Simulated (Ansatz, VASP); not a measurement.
Two plane-wave programs on NiO2

```
Ni O
1.0
     2.72399    0.00000    0.00000
    -1.36199    2.35904    0.00000
     0.00000    0.00000    4.32678
Ni O
1 2
Direct
  0.00000 0.00000 0.50000
  0.66667 0.33333 0.69485
  0.33333 0.66667 0.30515
```

Alike in both runs: task single point; functional LDA; k mesh 12 × 12 × 6; occupations gaussian, width 0.05 eV; no spin polarisation.

|  | VASP | Ansatz |
| --- | --- | --- |
| version | VASP 6.6.1 | Ansatz 0.2.0 |
| potentials or method | VASP PAW LDA potentials, release 64 (Ni_sv_GW, O), cutoff 700 eV | scalar-relativistic, plane waves, PAW |
| valence electrons in the cell | 30 | 30 |

```tsv
	VASP	Ansatz	Ansatz less VASP
gap on the k mesh at the Fermi level (eV)	0.90	0.92	+0.019
least direct gap on the mesh (eV)	1.38	1.39	+0.009
pressure (GPa)	24.6	23.0	-1.56
traceless stress, the component that is largest in VASP (GPa)	-4.00	-2.68	+1.321
rms of the force components (eV/Å)	1.098	1.034	-0.0647
```

LDA's correlation is that of Perdew and Zunger in VASP and of Perdew and Wang (1992) in Ansatz. Atom by atom the forces differ by 0.065 eV/Å (rms over components).
